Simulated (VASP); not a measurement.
# H7C24N in VASP: a series of runs, part 2 of 2

VASP 6.6.1.

## Step 4: Single point, PBE

The input, INCAR:

```
SYSTEM = H7C24N
PREC = Accurate
ENCUT = 520
EDIFF = 1E-6
ISMEAR = -1
SIGMA = 0.05
LREAL = Auto
LASPH = .TRUE.
NELM = 60
ALGO = Normal
ISIF = 2
LWAVE = .FALSE.
LCHARG = .TRUE.
GGA = PE
LELF = .TRUE.
LVHAR = .TRUE.
NBANDS = 76
```

The input, KPOINTS:

```
Automatic mesh
0
G
  2 3 1
  0 0 0
```

The input, POSCAR:

```
H7C24N
1.0
    7.5731140000      0.0000000000      0.0000000000
    2.5243710000      4.3723390000      0.0000000000
    0.0000000000      0.0000000000     16.6764260000
H C N
7 24 1
Direct
    0.1111147773      0.1666613682      0.0599648870
    0.4444518959      0.1666613682      0.0599648870
    0.7777758100      0.1666613682      0.0599648870
    0.1111143667      0.6666683439      0.0599648870
    0.4444382808      0.6666683439      0.0599648870
    0.7777753994      0.6666683439      0.0599648870
    0.7383998512      0.7178080199      0.4099139708
    0.1111147773      0.1666613682      0.1259262626
    0.4444518959      0.1666613682      0.1259262626
    0.7777758100      0.1666613682      0.1259262626
    0.1111143667      0.6666683439      0.1259262626
    0.4444382808      0.6666683439      0.1259262626
    0.7777753994      0.6666683439      0.1259262626
   -0.1111075641      0.3333227364      0.1568261689
    0.2222295545      0.3333227364      0.1568261689
    0.5555534686      0.3333227364      0.1568261689
   -0.1111079747      0.8333297121      0.1568261689
    0.2222291440      0.8333297121      0.1568261689
    0.5555530580      0.8333297121      0.1568261689
   -0.1084036208      0.3413733473      0.2443988898
    0.2169017914      0.3588925744      0.2586285575
    0.5821945137      0.3179305173      0.2715270046
   -0.1130659126      0.8399165755      0.2584786452
    0.2304439054      0.8334440674      0.2663940103
    0.5528030768      0.8575044158      0.2417484418
   -0.0056648657      0.0127163058      0.2737157230
    0.3398888616      0.0032019475      0.2641932990
    0.6756178631     -0.0166501271      0.2721626324
   -0.0145319215      0.5178921397      0.2833520804
    0.3575341074      0.5063651286      0.2785968648
    0.6936331232      0.4627042871      0.2932103078
    0.6576268929      0.6081184464      0.3913548383
```

Potentials or basis: VASP PAW PBE potentials, release 64 (H, C, N).

Command:

```
> cat potpaw_PBE.64/H/POTCAR potpaw_PBE.64/C/POTCAR potpaw_PBE.64/N/POTCAR > POTCAR
> mpirun -np 1 vasp_std > vasp.out
```

OUTCAR:

```text
SYSTEM = H7C24N
   PREC = Accurate
   ENCUT = 520
   EDIFF = 1E-6
   ISMEAR = -1
   LREAL = Auto
   LASPH = .TRUE.
   NELM = 60
   ISIF = 2
   GGA = PE

 ion  position               nearest neighbor table
   1  0.111  0.167  0.060-   8 1.10
   2  0.444  0.167  0.060-   9 1.10
   3  0.778  0.167  0.060-  10 1.10
   4  0.111  0.667  0.060-  11 1.10
   5  0.444  0.667  0.060-  12 1.10
   6  0.778  0.667  0.060-  13 1.10
   7  0.738  0.718  0.410-  32 1.06
   8  0.111  0.167  0.126-   1 1.10  18 1.55  15 1.55  14 1.55
   9  0.444  0.167  0.126-   2 1.10  16 1.55  19 1.55  15 1.55
  10  0.778  0.167  0.126-   3 1.10  17 1.55  16 1.55  14 1.55
  11  0.111  0.667  0.126-   4 1.10  17 1.55  18 1.55  15 1.55
  12  0.444  0.667  0.126-   5 1.10  18 1.55  19 1.55  16 1.55
  13  0.778  0.667  0.126-   6 1.10  19 1.55  17 1.55  14 1.55
[... 10 lines left out ...]
  24  0.230  0.833  0.266-  30 1.45  27 1.46  26 1.55  18 1.83
  25  0.553  0.858  0.242-  19 1.42  27 1.45  28 1.45  31 1.93
  26  0.994  0.013  0.274-  23 1.48  20 1.52  24 1.55
  27  0.340  0.003  0.264-  25 1.45  24 1.46  21 1.56
  28  0.676  0.983  0.272-  23 1.41  25 1.45  22 1.47
[... 256 lines left out ...]
  band No.  band energies     occupation
      1     -21.3560      2.00000
      2     -18.9491      2.00000
      3     -18.7649      2.00000
      4     -18.4610      2.00000
      5     -16.9503      2.00000
      6     -16.9254      2.00000
[... 265 lines left out ...]
     65       4.9609      0.00000
     66       5.1414      0.00000
 [bands above 66 left out]

------------------------ aborting loop because EDIFF is reached ----------------------------------------

  FORCE on cell =-STRESS in cart. coord.  units (eV):
  Direction    XX          YY          ZZ          XY          YZ          ZX
  --------------------------------------------------------------------------------------
  -------------------------------------------------------------------------------------
  Total       -1.5287099     -0.4054455     -8.8456295     -1.8899857     -4.4448165     -2.4264869
  in kB       -4.4355181     -1.1763913    -25.6653992     -5.4837519    -12.8965372     -7.0403984
  external PRESSURE =     -10.4257695 kB  Pullay stress =       0.0000000 kB

 VOLUME and BASIS-vectors are now :
 -----------------------------------------------------------------------------
  energy-cutoff  :      520.00
  volume of cell :      552.19
      direct lattice vectors                 reciprocal lattice vectors
     7.573114000  0.000000000  0.000000000     0.132046078 -0.076236836  0.000000000
     2.524371000  4.372339000  0.000000000     0.000000000  0.228710537  0.000000000
     0.000000000  0.000000000 16.676426000     0.000000000  0.000000000  0.059964887

 POSITION                                       TOTAL-FORCE (eV/Angst)
 -----------------------------------------------------------------------------------
      1.26220      0.72870      1.00000         0.004306     -0.016311     -0.202397
      3.78660      0.72870      1.00000         0.079694      0.108359     -0.208678
      6.31090      0.72870      1.00000        -0.061754     -0.017414     -0.244565
      2.52440      2.91490      1.00000         0.044557      0.043724     -0.190002
      5.04870      2.91490      1.00000        -0.075450     -0.074738     -0.171538
      7.57310      2.91490      1.00000         0.089435      0.059130     -0.315261
[... 24 lines left out ...]
      6.42100      2.02310      4.88970         2.443082      4.914408      1.345346
      6.51540      2.65890      6.52640        -0.916179     -1.700091     -3.106184
 -----------------------------------------------------------------------------------
    total drift:                               -0.050951     -0.001655     -0.079894

  FREE ENERGIE OF THE ION-ELECTRON SYSTEM (eV)
  ---------------------------------------------------
  free  energy   TOTEN  =      -235.7507625789 eV

  energy  without entropy=     -235.6619312757  energy(sigma->0) =     -235.70634693
```

stdout:

```text
POSCAR found type information on POSCAR H C N
 POSCAR found :  3 types and      32 ions
 scaLAPACK will be used
 LDA part: xc-table for (Slater+PW92), standard interpolation
 -----------------------------------------------------------------------------
|                                                                             |
|           W    W    AA    RRRRR   N    N  II  N    N   GGGG   !!!           |
|           W    W   A  A   R    R  NN   N  II  NN   N  G    G  !!!           |
|           W    W  A    A  R    R  N N  N  II  N N  N  G       !!!           |
|           W WW W  AAAAAA  RRRRR   N  N N  II  N  N N  G  GGG   !            |
|           WW  WW  A    A  R   R   N   NN  II  N   NN  G    G                |
|           W    W  A    A  R    R  N    N  II  N    N   GGGG   !!!           |
|                                                                             |
|     Your reciprocal lattice and k-lattice belong to different lattice       |
|     classes:                                                                |
|                                                                             |
|        The reciprocal lattice is simple monoclinic,                         |
|        whereas your k-lattice is hexagonal.                                 |
|                                                                             |
|     Results are often still useful ...                                      |
|                                                                             |
 -----------------------------------------------------------------------------

 POSCAR, INCAR and KPOINTS ok, starting setup
 FFT: planning ... GRIDC
 FFT: planning ... GRID_SOFT
 FFT: planning ... GRID
 WAVECAR not read
 entering main loop
```

It took 13 min on 1 thread of Oxide Virtual Turin-like, shared host; peak memory 0.59 GiB.

Results:

```yaml
Free_energy: -235.7508 eV
Largest_force: 5.651 eV/Å
```

Forces on the atoms (eV/Å):
```
H    0.004 -0.016 -0.202
H    0.080  0.108 -0.209
H   -0.062 -0.017 -0.245
H    0.045  0.044 -0.190
H   -0.075 -0.075 -0.172
H    0.089  0.059 -0.315
H    0.060 -0.682 -1.233
C    0.055 -0.026  1.767
C    0.006  0.383  1.657
C   -0.045 -0.078  1.741
C   -0.091  0.115  2.182
C   -0.095 -0.089  2.142
C    0.149 -0.009  0.517
C   -0.321  1.088 -2.784
C   -0.014  0.341 -0.913
C    0.573 -0.044 -1.604
C   -0.095 -0.086 -1.528
C    0.180  0.315 -1.786
C    0.542 -0.851 -4.239
C    0.203 -1.231  4.937
C    0.734 -2.087  0.586
C   -4.302  0.171 -0.812
C    1.290 -0.926 -0.325
C   -0.115  0.749 -1.454
C   -0.794 -2.114  3.926
C    2.003 -1.056  0.443
C   -0.350  2.699  1.683
C   -1.029  3.335  0.485
C    3.425 -2.423 -2.127
C   -3.577 -0.811 -0.165
C    2.443  4.914  1.345
N   -0.916 -1.700 -3.106
```

Levels at points of the mesh, in eV from the Fermi level:
| k point | band 50 | band 51 | band 52 | band 53 | band 54 | band 55 | band 56 | band 57 | band 58 | band 59 |
| --- | --- | --- | --- | --- | --- | --- | --- | --- | --- | --- |
| (0.00, 0.00, 0.00) | -1.81 | -1.64 | -0.38 | -0.10 | -0.06 | 0.12 | 0.20 | 0.40 | 2.29 | 2.78 |
| (0.50, 0.00, 0.00) | -2.38 | -1.67 | -0.35 | -0.32 | -0.07 | -0.02 | 0.30 | 0.68 | 2.54 | 2.66 |

Caveat: the k points lie up to 0.48 Å⁻¹ apart.
